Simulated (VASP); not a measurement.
# Si2W (I4/mmm) in VASP: notebook

Runs on Si2W. Level: LDA. Tasks: single point.

Everything below comes from runs of VASP 6.6.1. Logs are shortened: lines on timing, memory, paths and dates and some standing lists are left out, and cuts for length are marked.

**1. The cell of the first run**

The structure is tetragonal, space group I4/mmm (No. 139). The conventional cell has a = 3.317 Å, b = 3.317 Å, c = 7.168 Å, α = 90.00°, β = 90.00°, γ = 90.00°. Within 3.1 Å of Si (site symmetry 4mm) lie 5 Si at 2.37 to 2.64 Å and 5 W at 2.40 to 2.63 Å. Within 3.4 Å of W (site symmetry 4/mmm) lie 10 Si at 2.40 to 2.63 Å and 4 W at 3.32 Å.

**2. Single point, LDA (13.15 Å³/atom)**

Input file INCAR:

```
SYSTEM = Si2W
ALGO = Normal
EDIFF = 1E-7
ENCUT = 520
ISIF = 2
ISMEAR = 0
LASPH = .TRUE.
LCHARG = .FALSE.
LREAL = .FALSE.
LWAVE = .FALSE.
NBANDS = 18
NELM = 60
PREC = Accurate
SIGMA = 0.15
```

Input file KPOINTS:

```
k-points
0
G
  20 20 20
  0 0 0
```

Input file POSCAR:

```
Si2W
1.0
   -1.6586036850      1.6586036850      3.5842425634
    1.6586036850     -1.6586036850      3.5842425634
    1.6586036850      1.6586036850     -3.5842425634
Si W
2 1
Direct
    0.3346644983      0.3346644983      0.0000000000
    0.6653355017      0.6653355017      0.0000000000
    0.0000000000      0.0000000000      0.0000000000
```

Potentials or basis: VASP PAW LDA potentials, release 64 (Si, W_sv).

The run is started by

```bash
cat potpaw_LDA.64/Si/POTCAR potpaw_LDA.64/W_sv/POTCAR > POTCAR
mpirun -np 1 vasp_std > vasp.out
```

OUTCAR:

```text
SYSTEM = Si2W
   EDIFF = 1E-7
   ENCUT = 520
   ISIF = 2
   ISMEAR = 0
   LASPH = .TRUE.
   LREAL = .FALSE.
   NELM = 60
   PREC = Accurate

 ion  position               nearest neighbor table
   1  0.335  0.335  0.000-   2 2.37   3 2.40   3 2.63   3 2.63   3 2.63   3 2.63   2 2.64   2 2.64
                             2 2.64   2 2.64
   2  0.665  0.665  0.000-   1 2.37   3 2.40   3 2.63   3 2.63   3 2.63   3 2.63   1 2.64   1 2.64
                             1 2.64   1 2.64
   3  0.000  0.000  0.000-   1 2.40   2 2.40   1 2.63   2 2.63   2 2.63   2 2.63   1 2.63   1 2.63
                             2 2.63   1 2.63

  LATTYP: Found a body centered tetragonal cell.
 ALAT       =     3.3172073700
 C/A-ratio  =     2.1610000001

  Lattice vectors:

 A1 = (  -1.6586036850,   1.6586036850,   3.5842425634)
 A2 = (   1.6586036850,  -1.6586036850,   3.5842425634)
 A3 = (   1.6586036850,   1.6586036850,  -3.5842425634)

Analysis of symmetry for initial positions (statically):
=====================================================================
 Subroutine PRICEL returns:
 Original cell was already a primitive cell.

 Routine SETGRP: Setting up the symmetry group for a
 body centered tetragonal supercell.

 Subroutine GETGRP returns: Found 16 space group operations
 (whereof 16 operations were pure point group operations)
 out of a pool of 16 trial point group operations.

The static configuration has the point symmetry D_4h.

Analysis of symmetry for dynamics (positions and initial velocities):
=====================================================================
 Subroutine PRICEL returns:
 Original cell was already a primitive cell.

 Routine SETGRP: Setting up the symmetry group for a
 body centered tetragonal supercell.

 Subroutine GETGRP returns: Found 16 space group operations
 (whereof 16 operations were pure point group operations)
 out of a pool of 16 trial point group operations.

The dynamic configuration has the point symmetry D_4h.

 Subroutine INISYM returns: Found 16 space group operations
 (whereof 16 operations are pure point group operations),
 and found     1 'primitive' translations

----------------------------------------------------------------------------------------

                                     Primitive cell

  volume of cell :      39.4405

  direct lattice vectors                    reciprocal lattice vectors
    -1.658603685  1.658603685  3.584242563     0.000000000  0.301458392  0.139499487
     1.658603685 -1.658603685  3.584242563     0.301458392  0.000000000  0.139499487
     1.658603685  1.658603685 -3.584242563     0.301458392  0.301458392  0.000000000

  length of vectors
     4.283541423  4.283541423  4.283541423     0.332170542  0.332170542  0.426326547

  position of ions in fractional coordinates (direct lattice)
     0.334664498  0.334664498  0.000000000
     0.665335502  0.665335502  0.000000000
     0.000000000  0.000000000  0.000000000

  ion indices of the primitive-cell ions
   primitive index   ion index
                 1           1
                 2           2
                 3           3

----------------------------------------------------------------------------------------

 KPOINTS: k-points

Automatic generation of k-mesh.
 Grid dimensions read from file:
 generate k-points for:   20   20   20

 Generating k-lattice:

  Cartesian coordinates                     Fractional coordinates (reciprocal lattice)
     0.000000000  0.015072920  0.006974974     0.050000000  0.000000000  0.000000000
     0.015072920  0.000000000  0.006974974     0.000000000  0.050000000  0.000000000
     0.015072920  0.015072920  0.000000000     0.000000000  0.000000000  0.050000000

  Length of vectors
     0.016608527  0.016608527  0.021316327

  Shift w.r.t. Gamma in fractional coordinates (k-lattice)
     0.000000000  0.000000000  0.000000000

 Subroutine IBZKPT returns following result:
 ===========================================

 Found    641 irreducible k-points:

 Following reciprocal coordinates:
            Coordinates               Weight
  0.000000  0.000000  0.000000      1.000000
  0.050000 -0.000000  0.000000      8.000000
  0.100000 -0.000000  0.000000      8.000000
  0.150000 -0.000000  0.000000      8.000000
  0.200000 -0.000000  0.000000      8.000000
  0.250000 -0.000000  0.000000      8.000000
[... 16 lines left out ...]
 -0.400000  0.050000 -0.000000     16.000000
 -0.350000  0.050000 -0.000000     16.000000
 [... further k-points ...]
   k-points           NKPTS =    641   k-points in BZ     NKDIM =    641   number of bands    NBANDS=     18
   number of dos      NEDOS =    301   number of ions     NIONS =      3
   total plane-waves  NPLWV =  32768
   dimension x,y,z NGX =    32 NGY =   32 NGZ =   32
   dimension x,y,z NGXF=    64 NGYF=   64 NGZF=   64
   ions per type =               2   1
   NGX,Y,Z   is equivalent  to a cutoff of  12.42, 12.42, 12.42 a.u.
   NGXF,Y,Z  is equivalent  to a cutoff of  24.84, 24.84, 24.84 a.u.
 SYSTEM =  Si2W
   PREC   = accura    normal or accurate (medium, high low for compatibility)
   ISTART =      0    job   : 0-new  1-cont  2-samecut
   ICHARG =      2    charge: 1-file 2-atom 10-const
   ISPIN  =      1    spin polarized calculation?
   LNONCOLLINEAR =      F non collinear calculations
   LSORBIT =      F    spin-orbit coupling
   LASPH  =      T    aspherical Exc in radial PAW
   ENCUT  =  520.0 eV  38.22 Ry    6.18 a.u.   7.96  7.96  7.96*2*pi/ulx,y,z
   NELM   =     60;   NELMIN=  2; NELMDL= -5     # of ELM steps
   EDIFF  = 0.1E-06   stopping-criterion for ELM
   LREAL  =      F    real-space projection
   EDIFFG = 0.1E-05   stopping-criterion for IOM
   NSW    =      0    number of steps for IOM
   IBRION =     -1    ionic relax: 0-MD 1-quasi-New 2-CG
   NFREE  =      0    steps in history (QN), initial steepest desc. (CG)
   ISIF   =      2    stress and relaxation
   ISYM   =      2    0-nonsym 1-usesym 2-fastsym
   POTIM  = 0.5000    time-step for ionic-motion
   TEBEG  =    0.0;   TEEND  =   0.0 temperature during run
   PSTRESS=    0.0 pullay stress
   NELECT =      22.0000    total number of electrons
   NUPDOWN=      -1.0000    fix difference up-down
   EMIN   =  10.00;   EMAX   =-10.00  energy-range for DOS
   EFERMI =   0.00;   METHOD = LEGACY
   ISMEAR =     0;   SIGMA  =   0.15  broadening in eV -4-tet -1-fermi 0-gaus
   EFERMI_NEDOS =   21; number of points for ismear=-14 and -15
   IALGO  =     38    algorithm
   IMIX   =      4    mixing-type and parameters
     AMIX     =   0.40;   BMIX     =  1.00
     AMIX_MAG =   1.60;   BMIX_MAG =  1.00
  volume/ion in A,a.u.               =      13.15        88.72
  Fermi-wavevector in a.u.,A,eV,Ry     =   1.347622  2.546637 24.709347  1.816086
  Thomas-Fermi vector in A             =   2.475358
   LORBIT       =      0    0 simple, 1 ext, 2 COOP (PROOUT), +10 PAW based schemes
   GGA     = CA    functional components
   LHFCALC =     F    Hartree Fock is set to
   AEXX    =    0.0000 exact exchange contribution
   IVDW    =     0    specifies the selected vdW correction
   LEPSILON=     F    determine dielectric tensor
   LRPA    =     F    only Hartree local field effects (RPA)
 non-spin polarized calculation
 Gauss-broadening in eV      SIGMA  =   0.15
  energy-cutoff  :      520.00
  volume of cell :       39.44
 maximum number of plane-waves:      1086
   NGX = 15   NGY = 15   NGZ = 15

 number of electron      22.0000002 magnetization

 Free energy of the ion-electron system (eV)
  ---------------------------------------------------
  ext. energy  EPLUGINS =         0.00000000
  ---------------------------------------------------
  free energy    TOTEN  =       -26.75468512 eV

  energy without entropy =      -26.75061390  energy(sigma->0) =      -26.75264951

 E-fermi :  11.9416     XC(G=0): -12.7418

 val. band max:       11.9373617931   @ k =  -0.4000   0.4500   0.3500
 cond. band min:      11.9447930078   @ k =  -0.3000  -0.3000   0.2500
 fundamental gap:      0.0074312147
 Fermi energy:        11.9416222826

 k-point     1 :       0.0000    0.0000    0.0000
  band No.  band energies     occupation
      1     -61.1478      2.00000
      2     -25.7421      2.00000
      3     -25.7421      2.00000
      4     -25.6572      2.00000
      5      -1.9673      2.00000
      6       5.5388      2.00000
[... 10 lines left out ...]
     17      18.7008      0.00000
     18      18.7008      0.00000

 k-point     2 :       0.0500   -0.0000    0.0000
  band No.  band energies     occupation
      1     -61.1477      2.00000
      2     -25.7462      2.00000
      3     -25.7418      2.00000
      4     -25.6572      2.00000
      5      -1.9202      2.00000
      6       5.5418      2.00000
[... 10 lines left out ...]
     17      18.6663      0.00000
     18      18.8126      0.00000

 k-point     3 :       0.1000   -0.0000    0.0000
  band No.  band energies     occupation
      1     -61.1473      2.00000
      2     -25.7581      2.00000
      3     -25.7408      2.00000
      4     -25.6570      2.00000
      5      -1.7796      2.00000
      6       5.5420      2.00000
[... 10 lines left out ...]
     17      18.5675      0.00000
     18      19.0794      0.00000

 k-point     4 :       0.1500   -0.0000    0.0000
  band No.  band energies     occupation
      1     -61.1467      2.00000
      2     -25.7766      2.00000
      3     -25.7392      2.00000
      4     -25.6568      2.00000
      5      -1.5482      2.00000
      6       5.5081      2.00000
[... 10 lines left out ...]
     17      18.4337      0.00000
     18      19.4242      0.00000

 k-point     5 :       0.2000   -0.0000    0.0000
  band No.  band energies     occupation
      1     -61.1460      2.00000
      2     -25.7998      2.00000
      3     -25.7373      2.00000
      4     -25.6566      2.00000
      5      -1.2299      2.00000
      6       5.3729      2.00000
[... 10 lines left out ...]
     17      18.3932      0.00000
     18      19.8663      0.00000

 k-point     6 :       0.2500   -0.0000    0.0000
  band No.  band energies     occupation
      1     -61.1452      2.00000
      2     -25.8254      2.00000
      3     -25.7351      2.00000
      4     -25.6563      2.00000
      5      -0.8306      2.00000
      6       5.0632      2.00000
[... 10 lines left out ...]
     17      18.6807      0.00000
     18      20.4586      0.00000

 k-point     7 :       0.3000   -0.0000    0.0000
  band No.  band energies     occupation
      1     -61.1444      2.00000
      2     -25.8509      2.00000
      3     -25.7330      2.00000
      4     -25.6559      2.00000
      5      -0.3572      2.00000
      6       4.5910      2.00000
[... 10 lines left out ...]
     17      19.1427      0.00000
     18      21.0027      0.00000

 k-point     8 :       0.3500   -0.0000    0.0000
  band No.  band energies     occupation
      1     -61.1437      2.00000
      2     -25.8738      2.00000
      3     -25.7310      2.00000
      4     -25.6556      2.00000
      5       0.1812      2.00000
      6       4.0206      2.00000
[... 10 lines left out ...]
     17      19.4076      0.00000
     18      20.8515      0.00000
[... 229 lines left out ...]
     17      19.4449      0.00000
     18      20.1937      0.00000

 k-point    20 :       0.4500    0.0500    0.0000
  band No.  band energies     occupation
      1     -61.1426      2.00000
      2     -25.9029      2.00000
      3     -25.7323      2.00000
      4     -25.6553      2.00000
      5       1.5536      2.00000
      6       2.6363      2.00000
[... 10 lines left out ...]
     17      19.4325      0.00000
     18      19.7659      0.00000

 k-point    21 :       0.5000    0.0500    0.0000
  band No.  band energies     occupation
      1     -61.1425      2.00000
      2     -25.9068      2.00000
      3     -25.7319      2.00000
      4     -25.6548      2.00000
      5       1.9685      2.00000
      6       2.2184      2.00000
[... 10 lines left out ...]
     17      19.5126      0.00000
     18      19.6719      0.00000

 k-point    22 :      -0.4500    0.0500   -0.0000
  band No.  band energies     occupation
      1     -61.1426      2.00000
      2     -25.9028      2.00000
      3     -25.7323      2.00000
      4     -25.6545      2.00000
      5       1.3189      2.00000
      6       2.8821      2.00000
[... 10 lines left out ...]
     17      19.5686      0.00000
     18      20.0552      0.00000

 k-point    23 :      -0.4000    0.0500   -0.0000
  band No.  band energies     occupation
      1     -61.1430      2.00000
      2     -25.8912      2.00000
      3     -25.7332      2.00000
      4     -25.6543      2.00000
      5       0.6940      2.00000
      6       3.5416      2.00000
[... 10 lines left out ...]
     17      19.6686      0.00000
     18      20.6236      0.00000

 k-point    24 :      -0.3500    0.0500   -0.0000
  band No.  band energies     occupation
      1     -61.1435      2.00000
      2     -25.8731      2.00000
      3     -25.7348      2.00000
      4     -25.6543      2.00000
      5       0.1128      2.00000
      6       4.1796      2.00000
[... 10 lines left out ...]
     17      19.6906      0.00000
     18      20.4917      0.00000

 [... further k-points ...]
[... 5 lines left out ...]
  --------------------------------------------------------------------------------------
  -------------------------------------------------------------------------------------
  Total       -3.3140083     -3.3140083     12.3847812      0.0000000     -0.0000000     -0.0000000
  in kB     -134.6237060   -134.6237060    503.1022796      0.0000000     -0.0000000     -0.0000000
  external PRESSURE =      77.9516225 kB  Pullay stress =       0.0000000 kB

 VOLUME and BASIS-vectors are now :
 -----------------------------------------------------------------------------
  energy-cutoff  :      520.00
  volume of cell :       39.44
      direct lattice vectors                 reciprocal lattice vectors
    -1.658603685  1.658603685  3.584242563     0.000000000  0.301458392  0.139499487
     1.658603685 -1.658603685  3.584242563     0.301458392  0.000000000  0.139499487
     1.658603685  1.658603685 -3.584242563     0.301458392  0.301458392  0.000000000

 POSITION                                       TOTAL-FORCE (eV/Angst)
 -----------------------------------------------------------------------------------
      0.00000      0.00000      2.39904         0.000000      0.000000      0.168940
      0.00000      0.00000      4.76945         0.000000      0.000000     -0.168940
      0.00000      0.00000      0.00000        -0.000000     -0.000000     -0.000000
 -----------------------------------------------------------------------------------
    total drift:                               -0.000000      0.000000      0.000000

  FREE ENERGIE OF THE ION-ELECTRON SYSTEM (eV)
  ---------------------------------------------------
  free  energy   TOTEN  =       -26.7546851214 eV

  energy  without entropy=      -26.7506139016  energy(sigma->0) =      -26.75264951
```

Wall time 8.7 min (1 thread of Intel Xeon 8259CL, shared host); peak memory 0.5 GiB.

What came out:

```yaml
Free_energy: -26.7547 eV
Pressure: 7.8 GPa
Largest_force: 0.169 eV/Å
Band_gap_on_the_k_mesh: zero (bands 11 and 12 overlap by 0.56 eV)
```

Forces on the atoms (eV/Å):
```
Si   0.000  0.000  0.169
Si   0.000  0.000 -0.169
W    0.000  0.000  0.000
```

Stress tensor (GPa, compression positive):
```
-13.46   0.00   0.00
  0.00 -13.46   0.00
  0.00   0.00  50.31
```

Caveat: the stress differs along the axes, from -13 to 50 GPa; spin-orbit coupling is left out, which moves the levels of the heavy elements.

**3. Single point, LDA (13.15 Å³/atom)**

Input file INCAR:

```
SYSTEM = Si2W
  PREC = Accurate
  ENCUT = 520
  EDIFF = 1E-6
  ISMEAR = 0
  SIGMA = 0.15
  LREAL = .False.
  LASPH = .True.
  NELM = 80
  ALGO = Normal
  ISIF = 2
  LWAVE = .False.
  LCHARG = .False.
  NBANDS = 18
```

Input file KPOINTS:

```
regular mesh
0
Gamma
  20 20 20
  0 0 0
```

Input file POSCAR:

```
Si2W
1.0
   -1.5297247359      1.5297247359      4.2136267849
    1.5297247359     -1.5297247359      4.2136267849
    1.5297247359      1.5297247359     -4.2136267849
Si W
2 1
Direct
    0.3346644983      0.3346644983      0.0000000000
    0.6653355017      0.6653355017      0.0000000000
    0.0000000000      0.0000000000      0.0000000000
```

Potentials or basis: VASP PAW LDA potentials, release 64 (Si, W_sv).

The run is started by

```bash
cat potpaw_LDA.64/Si/POTCAR potpaw_LDA.64/W_sv/POTCAR > POTCAR
mpirun -np 1 vasp_std > vasp.out
```

It took 13 min on 1 thread of Intel Xeon 8259CL, shared host; peak memory 0.52 GiB.

Results (log left out):

```
Free energy            : -26.9086 eV
Pressure               : 1.6 GPa
Largest force          : 0.123 eV/Å
Band gap on the k mesh : zero (bands 11 and 12 overlap by 2.01 eV)
```

Forces on the atoms (eV/Å):
```
Si   0.000  0.000  0.123
Si   0.000  0.000 -0.123
W    0.000  0.000  0.000
```

Stress tensor (GPa, compression positive):
```
 15.36   0.00   0.00
  0.00  15.36   0.00
  0.00   0.00 -25.78
```

Levels at points of the mesh, in eV from the Fermi level:
```
           k point  band 8  band 9  band 10  band 11  band 12  band 13  band 14  band 15
(0.00, 0.00, 0.00)   -3.72   -2.35    -2.35     1.33     3.00     3.36     3.68     4.01
(0.50, 0.00, 0.00)   -5.09   -3.24    -2.26    -0.13     2.71     2.79     3.58     3.82
(0.50, 0.50, 0.00)   -5.42   -4.91    -4.17    -1.58     1.78     2.42     2.73     3.71
(0.50, 0.50, 0.50)   -2.79   -0.66    -0.66     0.00     0.00     1.42     2.37     4.56
```

Caveat: the stress differs along the axes, from -26 to 15 GPa; spin-orbit coupling is left out, which moves the levels of the heavy elements.

(Continued in part 2 of 2.)
